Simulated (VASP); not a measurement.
A run of VASP 6.6.1 is set up as follows.

The input INCAR:

```
SYSTEM = Rb
  ALGO = Fast
  EDIFF = 1E-7
  ENCUT = 520
  GGA = PE
  ISIF = 2
  ISMEAR = 0
  LASPH = .TRUE.
  LCHARG = .FALSE.
  LREAL = .FALSE.
  LWAVE = .FALSE.
  NBANDS = 16
  NELM = 60
  PREC = Accurate
  SIGMA = 0.1
```

File KPOINTS:

```
k-points
0
G
  12 12 12
  0 0 0
```

The input POSCAR:

```
Rb
1.0
    8.0637463309      0.0000000000      0.0000000000
   -4.0318731655      6.9834091722      0.0000000000
    0.0000000000      0.0000000000      4.6232131035
Rb
2
Direct
    0.3333333333      0.6666666667      0.5000000000
    0.6666666667      0.3333333333      0.5000000000
```

Potentials or basis: VASP PAW PBE potentials, release 64 (Rb_sv).

Command:

```console
$ cat potpaw_PBE.64/Rb_sv/POTCAR > POTCAR
$ mpirun -np 1 vasp_std > vasp.out
```

Task: Estimate the band gap on the k mesh.

Result: Zero (bands 9 and 10 overlap by 1.71 eV).

Task: What does it give for the pressure?

Result: 0.0 GPa.
